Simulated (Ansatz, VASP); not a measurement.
## One calculation of Sb, two programs

The input INCAR:

```
PREC     = Accurate       # precision mode
ENCUT    = 520            # plane-wave cutoff, eV
EDIFF    = 1E-6           # SCF threshold, eV
ISMEAR   = -1             # smearing method
SIGMA    = 0.05           # smearing width, eV
LREAL    = F              # projectors in reciprocal space
LASPH    = T              # aspherical terms in the spheres
NELM     = 100            # most SCF steps
ALGO     = Normal         # electronic algorithm
ISIF     = 2              # what is computed and relaxed
LWAVE    = F              # write WAVECAR
LCHARG   = F              # write CHGCAR
GGA      = RP             # functional
IVDW     = 13             # dispersion correction
NBANDS   = 12             # bands
```

The input KPOINTS:

```
regular mesh
0
Gamma
  8 8 8
```

The input POSCAR:

```
Sb
1.0
    2.1684666409      1.2519647989      3.7828881425
   -2.1684666409      1.2519647989      3.7828881425
    0.0000000000     -2.5039295978      3.7828881425
Sb
2
Direct
    0.7665100000      0.7665100000      0.7665100000
    0.2334900000      0.2334900000      0.2334900000
```

Contents of input.yaml:

```yaml
crystal:
  lattice:
    - [2.1684666409, 1.2519647989, 3.7828881425]
    - [-2.1684666409, 1.2519647989, 3.7828881425]
    - [0.0, -2.5039295978, 3.7828881425]
  atoms:
    - { symbol: Sb, position: [0.76651, 0.76651, 0.76651] }
    - { symbol: Sb, position: [0.23349, 0.23349, 0.23349] }
hamiltonian:
  xc: rpbe
  pseudopotentials: { kind: paw }
  dispersion: d4
kpoints:
  mp_grid: { grid: [8, 8, 8] }
scf:
  occupations: { method: fermi_dirac, width: 0.05 }
output:
  forces: true
  stress: true
  eigenvalues: true
```

Alike in both runs: task single point; functional RPBE; dispersion D4; k mesh 8 × 8 × 8; occupations fermi-dirac, width 0.05 eV; no spin polarisation.

|  | VASP | Ansatz |
| --- | --- | --- |
| version | VASP 6.6.1 | Ansatz 0.2.0 |
| potentials or method | VASP PAW PBE potentials, release 64 (Sb) | Ansatz PAW |
| plane-wave cutoff (eV) | 520 | 420 |
| valence electrons in the cell | 10 | 30 |

Ansatz gave:

* gap on the k mesh at the Fermi level (eV): none
* pressure (GPa): -2.3
* traceless stress, the component that is largest in VASP (GPa): -0.19
* rms of the force components (eV/Å): 0.068

Problem. What did VASP give for the same quantities?

Solution. gap on the k mesh at the Fermi level (eV): none; pressure (GPa): -2.3; traceless stress, the component that is largest in VASP (GPa): -0.23; rms of the force components (eV/Å): 0.089.

VASP's potentials were made for PBE, not for RPBE. Atom by atom the forces differ by 0.020 eV/Å (rms over components). A gap of «none» marks a metal or a gap that the smearing closes. VASP's potentials hold 10 valence electrons a cell and Ansatz's 30, so a difference there can come from the potentials and not from the codes.

Spin-orbit coupling is off throughout.
